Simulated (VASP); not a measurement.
# Al in VASP: a series of runs

The runs below take Al through single point, with PBE+D3(BJ).

Everything below comes from runs of VASP 6.6.1. Logs are shortened: lines on timing, memory, paths and dates and some standing lists are left out, and cuts for length are marked.

## Step 1: The cell of the first run

The cell holds a slab with vacuum, 16 atoms: a = 5.632 Å, b = 5.632 Å, c = 22.974 Å, α = 90.00°, β = 90.00°, γ = 90.00°.

## Step 2: Single point, PBE+D3(BJ)

File INCAR:

```
SYSTEM = Al
PREC     = Accurate       ! precision mode
ENCUT    = 520            ! plane-wave cutoff, eV
EDIFF    = 1E-7           ! SCF threshold, eV
ISMEAR   = 0              ! smearing method
SIGMA    = 0.1            ! smearing width, eV
LREAL    = Auto         
LASPH    = .TRUE.         ! aspherical terms in the spheres
NELM     = 100            ! most SCF steps
ALGO     = Normal         ! electronic algorithm
ISIF     = 2              ! what is computed and relaxed
LWAVE    = .FALSE.        ! write WAVECAR
LCHARG   = .TRUE.         ! write CHGCAR
LDIPOL   = .TRUE.       
IDIPOL   = 3            
DIPOL    = 0.5 0.5 0.503
GGA      = PE             ! functional
IVDW     = 12             ! dispersion correction
LELF     = .TRUE.         ! ELF
LVHAR    = .TRUE.       
LVACPOTAV= .TRUE.       
NBANDS   = 38             ! bands
```

File KPOINTS:

```
regular mesh
0
G
  5 5 1
  0 0 0
```

File POSCAR:

```
Al
1.0
    5.6324246406      0.0000000000      0.0000000000
    0.0000000000      5.6324246406      0.0000000000
    0.0000000000      0.0000000000     22.9740884869
Al
16
Direct
    0.2500000000      0.2500000000      0.3699820345
    0.2500000000      0.7500000000      0.3699820345
    0.7500000000      0.2500000000      0.3699820345
    0.7500000000      0.7500000000      0.3699820345
    0.5000000000      0.5000000000      0.4566606782
    0.5000000000      0.0000000000      0.4566606782
    0.0000000000      0.5000000000      0.4566606782
    0.0000000000      0.0000000000      0.4566606782
    0.7500000000      0.7500000000      0.5469638116
    0.7500000000      0.2500000000      0.5469638116
    0.2500000000      0.7500000000      0.5469638116
    0.2500000000      0.2500000000      0.5469638116
    0.0000000000      0.0000000000      0.6367925453
    0.0000000000      0.5000000000      0.6367925453
    0.5000000000      0.0000000000      0.6367925453
    0.5000000000      0.5000000000      0.6367925453
```

Potentials or basis: VASP PAW PBE potentials, release 64 (Al).

Started as:

```
$ cat potpaw_PBE.64/Al/POTCAR > POTCAR
$ mpirun -np 1 vasp_std > vasp.out
```

OUTCAR:

```text
SYSTEM = Al
   PREC = Accurate
   ENCUT = 520
   EDIFF = 1E-7
   ISMEAR = 0
   LREAL = Auto
   LASPH = .TRUE.
   NELM = 100
   ISIF = 2
   GGA = PE
   IVDW = 12
 IVDW          = 12

 ion  position               nearest neighbor table
   1  0.250  0.250  0.370-   2 2.82   3 2.82   2 2.82   3 2.82   7 2.82   8 2.82   5 2.82   6 2.82

   2  0.250  0.750  0.370-   1 2.82   4 2.82   1 2.82   4 2.82   7 2.82   8 2.82   5 2.82   6 2.82

   3  0.750  0.250  0.370-   1 2.82   4 2.82   4 2.82   1 2.82   7 2.82   8 2.82   5 2.82   6 2.82
[... 23 lines left out ...]
  15  0.500  0.000  0.637-  13 2.82  16 2.82  16 2.82  13 2.82   9 2.87  10 2.87  11 2.87  12 2.87

  16  0.500  0.500  0.637-  14 2.82  15 2.82  15 2.82  14 2.82   9 2.87  10 2.87  11 2.87  12 2.87

  LATTYP: Found a simple tetragonal cell.
 ALAT       =     5.6324246406
 C/A-ratio  =     4.0788985122

  Lattice vectors:

 A1 = (   5.6324246406,   0.0000000000,   0.0000000000)
 A2 = (   0.0000000000,   5.6324246406,   0.0000000000)
 A3 = (   0.0000000000,   0.0000000000,  22.9740884869)

Analysis of symmetry for initial positions (statically):
=====================================================================
 Subroutine PRICEL returns following result:

  LATTYP: Found a simple tetragonal cell.
 ALAT       =     2.8162123203
 C/A-ratio  =     8.1577970245

  Lattice vectors:

 A1 = (   2.8162123203,   0.0000000000,   0.0000000000)
 A2 = (   0.0000000000,   2.8162123203,   0.0000000000)
 A3 = (   0.0000000000,   0.0000000000,  22.9740884869)

   4 primitive cells build up your supercell.

 Routine SETGRP: Setting up the symmetry group for a
 simple tetragonal supercell.

 Subroutine GETGRP returns: Found  8 space group operations
 (whereof  8 operations were pure point group operations)
 out of a pool of 16 trial point group operations.

The static configuration has the point symmetry C_4v.

Analysis of symmetry for dynamics (positions and initial velocities):
=====================================================================
 Subroutine PRICEL returns following result:

  LATTYP: Found a simple tetragonal cell.
 ALAT       =     2.8162123203
 C/A-ratio  =     8.1577970245

  Lattice vectors:

 A1 = (   2.8162123203,   0.0000000000,   0.0000000000)
 A2 = (   0.0000000000,   2.8162123203,   0.0000000000)
 A3 = (   0.0000000000,   0.0000000000,  22.9740884869)

   4 primitive cells build up your supercell.

 Routine SETGRP: Setting up the symmetry group for a
 simple tetragonal supercell.

 Subroutine GETGRP returns: Found  8 space group operations
 (whereof  8 operations were pure point group operations)
 out of a pool of 16 trial point group operations.

The dynamic configuration has the point symmetry C_4v.

 Subroutine INISYM returns: Found  8 space group operations
 (whereof  8 operations are pure point group operations),
 and found     4 'primitive' translations

----------------------------------------------------------------------------------------

                                     Primitive cell

  volume of cell :     182.2087

  direct lattice vectors                    reciprocal lattice vectors
     2.816212320  0.000000000  0.000000000     0.355086864  0.000000000  0.000000000
     0.000000000  2.816212320  0.000000000     0.000000000  0.355086864  0.000000000
     0.000000000  0.000000000 22.974088487     0.000000000  0.000000000  0.043527298

  length of vectors
     2.816212320  2.816212320 22.974088487     0.355086864  0.355086864  0.043527298

  position of ions in fractional coordinates (direct lattice)
     0.500000000  0.500000000  0.369982034
     0.000000000  0.000000000  0.456660678
     0.500000000  0.500000000  0.546963812
     0.000000000  0.000000000  0.636792545

  ion indices of the primitive-cell ions
   primitive index   ion index
                 1           1
                 2           5
                 3          12
                 4          13

----------------------------------------------------------------------------------------

 KPOINTS: regular mesh

Automatic generation of k-mesh.
 Grid dimensions read from file:
 generate k-points for:    5    5    1

 Generating k-lattice:

  Cartesian coordinates                     Fractional coordinates (reciprocal lattice)
     0.035508686  0.000000000  0.000000000     0.200000000  0.000000000  0.000000000
     0.000000000  0.035508686  0.000000000     0.000000000  0.200000000  0.000000000
     0.000000000  0.000000000  0.043527298     0.000000000  0.000000000  1.000000000

  Length of vectors
     0.035508686  0.035508686  0.043527298

  Shift w.r.t. Gamma in fractional coordinates (k-lattice)
     0.000000000  0.000000000  0.000000000

 Subroutine IBZKPT returns following result:
 ===========================================

 Found      6 irreducible k-points:

 Following reciprocal coordinates:
            Coordinates               Weight
  0.000000  0.000000  0.000000      1.000000
  0.200000  0.000000  0.000000      4.000000
  0.400000  0.000000  0.000000      4.000000
  0.200000  0.200000  0.000000      4.000000
  0.400000  0.200000  0.000000      8.000000
  0.400000  0.400000  0.000000      4.000000
   k-points           NKPTS =      6   k-points in BZ     NKDIM =      6   number of bands    NBANDS=     38
   number of dos      NEDOS =    301   number of ions     NIONS =     16
   total plane-waves  NPLWV = 317520
   dimension x,y,z NGX =    42 NGY =   42 NGZ =  180
   dimension x,y,z NGXF=    84 NGYF=   84 NGZF=  360
   ions per type =              16
   NGX,Y,Z   is equivalent  to a cutoff of  12.40, 12.40, 13.03 a.u.
   NGXF,Y,Z  is equivalent  to a cutoff of  24.79, 24.79, 26.05 a.u.
 SYSTEM =  Al
   PREC   = accura    normal or accurate (medium, high low for compatibility)
   ISTART =      0    job   : 0-new  1-cont  2-samecut
   ICHARG =      2    charge: 1-file 2-atom 10-const
   ISPIN  =      1    spin polarized calculation?
   LNONCOLLINEAR =      F non collinear calculations
   LSORBIT =      F    spin-orbit coupling
   LASPH  =      T    aspherical Exc in radial PAW
   ENCUT  =  520.0 eV  38.22 Ry    6.18 a.u.  10.47 10.47 42.72*2*pi/ulx,y,z
   NELM   =    100;   NELMIN=  2; NELMDL= -5     # of ELM steps
   EDIFF  = 0.1E-06   stopping-criterion for ELM
   LREAL  =      T    real-space projection
   EDIFFG = 0.1E-05   stopping-criterion for IOM
   NSW    =      0    number of steps for IOM
   IBRION =     -1    ionic relax: 0-MD 1-quasi-New 2-CG
   NFREE  =      0    steps in history (QN), initial steepest desc. (CG)
   ISIF   =      2    stress and relaxation
   ISYM   =      2    0-nonsym 1-usesym 2-fastsym
   POTIM  = 0.5000    time-step for ionic-motion
   TEBEG  =    0.0;   TEEND  =   0.0 temperature during run
   PSTRESS=    0.0 pullay stress
   NELECT =      48.0000    total number of electrons
   NUPDOWN=      -1.0000    fix difference up-down
   EMIN   =  10.00;   EMAX   =-10.00  energy-range for DOS
   EFERMI =   0.00;   METHOD = LEGACY
   ISMEAR =     0;   SIGMA  =   0.10  broadening in eV -4-tet -1-fermi 0-gaus
   EFERMI_NEDOS =   21; number of points for ismear=-14 and -15
   IALGO  =     38    algorithm
   IMIX   =      4    mixing-type and parameters
     AMIX     =   0.40;   BMIX     =  1.00
     AMIX_MAG =   1.60;   BMIX_MAG =  1.00
  volume/ion in A,a.u.               =      45.55       307.40
  Fermi-wavevector in a.u.,A,eV,Ry     =   0.661118  1.249332  5.946791  0.437077
  Thomas-Fermi vector in A             =   1.733777
   LORBIT       =      0    0 simple, 1 ext, 2 COOP (PROOUT), +10 PAW based schemes
   GGA     = PE    functional components
   LHFCALC =     F    Hartree Fock is set to
   AEXX    =    0.0000 exact exchange contribution
   IVDW    =    12    specifies the selected vdW correction
   LEPSILON=     F    determine dielectric tensor
   LRPA    =     F    only Hartree local field effects (RPA)
 non-spin polarized calculation
 Gauss-broadening in eV      SIGMA  =   0.10
  energy-cutoff  :      520.00
  volume of cell :      728.83
 maximum number of plane-waves:     19689
 NGX is ok and might be reduce to    42

 dipolmoment           0.000000      0.000000      0.002310 electrons x Angstroem

 number of electron      48.0000000 magnetization

 dipolmoment           0.000000      0.000000     -0.003452 electrons x Angstroem

 Free energy of the ion-electron system (eV)
  ---------------------------------------------------
  ext. energy  EPLUGINS =         0.00000000
  ---------------------------------------------------
  free energy    TOTEN  =       -56.12351359 eV

  energy without entropy =      -56.06782430  energy(sigma->0) =      -56.09566894

 E-fermi :   0.1813     XC(G=0):  -4.5029

 val. band max:        0.1631046433   @ k =   0.0000   0.0000   0.0000
 cond. band min:       0.1828170885   @ k =   0.0000   0.0000   0.0000
 fundamental gap:      0.0197124452
 Fermi energy:         0.1813337913

 k-point     1 :       0.0000    0.0000    0.0000
  band No.  band energies     occupation
      1     -10.5789      2.00000
      2      -9.2375      2.00000
      3      -7.0590      2.00000
      4      -6.0173      2.00000
      5      -6.0173      2.00000
      6      -5.9909      2.00000
[... 223 lines left out ...]
     35       2.6543      0.00000
     36       2.6543      0.00000
 [bands above 36 left out]

------------------------ aborting loop because EDIFF is reached ----------------------------------------

 Edisp (eV)   -3.93696

 E8    (eV) :    -1.8308

  FORCE on cell =-STRESS in cart. coord.  units (eV):
  Direction    XX          YY          ZZ          XY          YZ          ZX
  --------------------------------------------------------------------------------------
  -------------------------------------------------------------------------------------
  Total      -7.77599    -7.77599     1.86050     0.00000     0.00000    -0.00000
  in kB     -17.09374   -17.09374     4.08988     0.00000     0.00000    -0.00000
  external pressure =      -10.03 kB  Pullay stress =        0.00 kB

 VOLUME and BASIS-vectors are now :
 -----------------------------------------------------------------------------
  energy-cutoff  :      520.00
  volume of cell :      728.83
      direct lattice vectors                 reciprocal lattice vectors
     5.632424641  0.000000000  0.000000000     0.177543432  0.000000000  0.000000000
     0.000000000  5.632424641  0.000000000     0.000000000  0.177543432  0.000000000
     0.000000000  0.000000000 22.974088487     0.000000000  0.000000000  0.043527298

 POSITION                                       TOTAL-FORCE (eV/Angst)
 -----------------------------------------------------------------------------------
      1.40811      1.40811      8.50000         0.000000      0.000000     -0.246721
      1.40811      4.22432      8.50000        -0.000000     -0.000000     -0.246721
      4.22432      1.40811      8.50000         0.000000     -0.000000     -0.246721
      4.22432      4.22432      8.50000        -0.000000      0.000000     -0.246721
      2.81621      2.81621     10.49136        -0.000000      0.000000      0.249011
      2.81621      0.00000     10.49136        -0.000000     -0.000000      0.249011
[... 8 lines left out ...]
      2.81621      0.00000     14.62973        -0.000000      0.000000      0.001743
      2.81621      2.81621     14.62973        -0.000000     -0.000000      0.001743
 -----------------------------------------------------------------------------------
    total drift:                               -0.000000     -0.000000      0.024187

  FREE ENERGIE OF THE ION-ELECTRON SYSTEM (eV)
  ---------------------------------------------------
  free  energy   TOTEN  =       -60.0604727389 eV

  energy  without entropy=      -60.0047834528  energy(sigma->0) =      -60.03262810

 vacuum level on the upper side and lower side of the slab         4.476         4.496
```

Run time: 7.3 min. Hardware: 1 thread of AMD EPYC 7R43 (Zen 3), shared host; peak memory 0.58 GiB.

What came out:

```yaml
Free_energy: -60.0605 eV
Largest_force: 0.249 eV/Å
Band_gap_on_the_k_mesh: zero (band 24 reaches 0.35 eV, above the bottom of band 25 at -0.39 eV)
Dispersion_energy_per_atom: -0.246 eV
```

Forces in eV/Å, atoms in the order of the input:
```
Al   0.000  0.000 -0.247
Al   0.000  0.000 -0.247
Al   0.000  0.000 -0.247
Al   0.000  0.000 -0.247
Al   0.000  0.000  0.249
Al   0.000  0.000  0.249
Al   0.000  0.000  0.249
Al   0.000  0.000  0.249
Al   0.000  0.000 -0.004
Al   0.000  0.000 -0.004
Al   0.000  0.000 -0.004
Al   0.000  0.000 -0.004
Al   0.000  0.000  0.002
Al   0.000  0.000  0.002
Al   0.000  0.000  0.002
Al   0.000  0.000  0.002
```

Levels at points of the mesh, in eV from the Fermi level:
| k point | band 22 | band 23 | band 24 | band 25 | band 26 | band 27 |
| --- | --- | --- | --- | --- | --- | --- |
| (0.00, 0.00, 0.00) | -0.98 | -0.91 | -0.02 | -0.02 | 0.00 | 0.00 |

## Step 3: Single point, PBE+D3(BJ)

This run uses another cell than the first one: it holds 36 atoms, not 16.

File INCAR:

```
PREC     = Accurate       # precision mode
ENCUT    = 520            # plane-wave cutoff, eV
EDIFF    = 1E-6           # SCF threshold, eV
ISMEAR   = 0              # smearing method
SIGMA    = 0.1            # smearing width, eV
LREAL    = Auto         
LASPH    = T              # aspherical terms in the spheres
NELM     = 100            # most SCF steps
ALGO     = Normal         # electronic algorithm
ISIF     = 2              # what is computed and relaxed
LWAVE    = F              # write WAVECAR
LCHARG   = F              # write CHGCAR
LDIPOL   = T            
IDIPOL   = 3            
DIPOL    = 0.5 0.5 0.506
GGA      = PE             # functional
IVDW     = 12             # dispersion correction
NBANDS   = 78             # bands
```

File KPOINTS:

```
Automatic mesh
0
Gamma
  3 3 1
```

File POSCAR:

```
Al
1.0
    8.4486369609      0.0000000000      0.0000000000
    0.0000000000      8.4486369609      0.0000000000
    0.0000000000      0.0000000000     21.9740884869
Al
36
Direct
    0.1666666667      0.1666666667      0.3640651581
    0.1666666667      0.5000000000      0.3640651581
    0.1666666667      0.8333333333      0.3640651581
    0.5000000000      0.1666666667      0.3640651581
    0.5000000000      0.5000000000      0.3640651581
    0.5000000000      0.8333333333      0.3640651581
    0.8333333333      0.1666666667      0.3640651581
    0.8333333333      0.5000000000      0.3640651581
    0.8333333333      0.8333333333      0.3640651581
    0.3333333333      0.3333333333      0.4546883860
    0.3333333333      0.6666666667      0.4546883860
    0.3333333333      0.0000000000      0.4546883860
    0.6666666667      0.3333333333      0.4546883860
    0.6666666667      0.6666666667      0.4546883860
    0.6666666667      0.0000000000      0.4546883860
    0.0000000000      0.3333333333      0.4546883860
    0.0000000000      0.6666666667      0.4546883860
    0.0000000000      0.0000000000      0.4546883860
    0.5000000000      0.5000000000      0.5554399858
    0.5000000000      0.8333333333      0.5554399858
    0.5000000000      0.1666666667      0.5554399858
    0.8333333333      0.5000000000      0.5554399858
    0.8333333333      0.8333333333      0.5554399858
    0.8333333333      0.1666666667      0.5554399858
    0.1666666667      0.5000000000      0.5554399858
    0.1666666667      0.8333333333      0.5554399858
    0.1666666667      0.1666666667      0.5554399858
    0.6666666667      0.6666666667      0.6510364099
    0.6666666667      0.0000000000      0.6510364099
    0.6666666667      0.3333333333      0.6510364099
    0.0000000000      0.6666666667      0.6510364099
    0.0000000000      0.0000000000      0.6510364099
    0.0000000000      0.3333333333      0.6510364099
    0.3333333333      0.6666666667      0.6510364099
    0.3333333333      0.0000000000      0.6510364099
    0.3333333333      0.3333333333      0.6510364099
```

Potentials or basis: VASP PAW PBE potentials, release 64 (Al).

Started as:

```
$ cat potpaw_PBE.64/Al/POTCAR > POTCAR
$ mpirun -np 1 vasp_std > vasp.out
```

Run time: 30 min. Hardware: 1 thread of AMD EPYC 7R13, shared host; peak memory 1.2 GiB.

Results (log left out):

| Property | Result |
| --- | --- |
| Free energy | -135.4236 eV |
| Largest force | 0.447 eV/Å |
| Band gap on the k mesh | zero (band 54 reaches 0.49 eV, above the bottom of band 55 at 0.12 eV) |
| Dispersion energy per atom | -0.241 eV |

Forces in eV/Å, atoms in the order of the input:
```
Al   0.000  0.000 -0.442
Al   0.000  0.000 -0.442
Al   0.000  0.000 -0.442
Al   0.000  0.000 -0.442
Al   0.000  0.000 -0.442
Al   0.000  0.000 -0.442
Al   0.000  0.000 -0.442
Al   0.000  0.000 -0.442
Al   0.000  0.000 -0.442
Al   0.000  0.000  0.447
Al   0.000  0.000  0.447
Al   0.000  0.000  0.447
Al   0.000  0.000  0.447
Al   0.000  0.000  0.447
Al   0.000  0.000  0.447
Al   0.000  0.000  0.447
Al   0.000  0.000  0.447
Al   0.000  0.000  0.447
Al   0.000  0.000 -0.006
Al   0.000  0.000 -0.006
Al   0.000  0.000 -0.006
Al   0.000  0.000 -0.006
Al   0.000  0.000 -0.006
Al   0.000  0.000 -0.006
Al   0.000  0.000 -0.006
Al   0.000  0.000 -0.006
Al   0.000  0.000 -0.006
Al   0.000  0.000  0.001
Al   0.000  0.000  0.001
Al   0.000  0.000  0.001
Al   0.000  0.000  0.001
Al   0.000  0.000  0.001
Al   0.000  0.000  0.001
Al   0.000  0.000  0.001
Al   0.000  0.000  0.001
Al   0.000  0.000  0.001
```

Levels at points of the mesh, in eV from the Fermi level:
```
           k point  band 51  band 52  band 53  band 54  band 55  band 56  band 57  band 58
(0.00, 0.00, 0.00)    -0.37    -0.37    -0.37    -0.29    -0.29    -0.29    -0.29     0.21
```
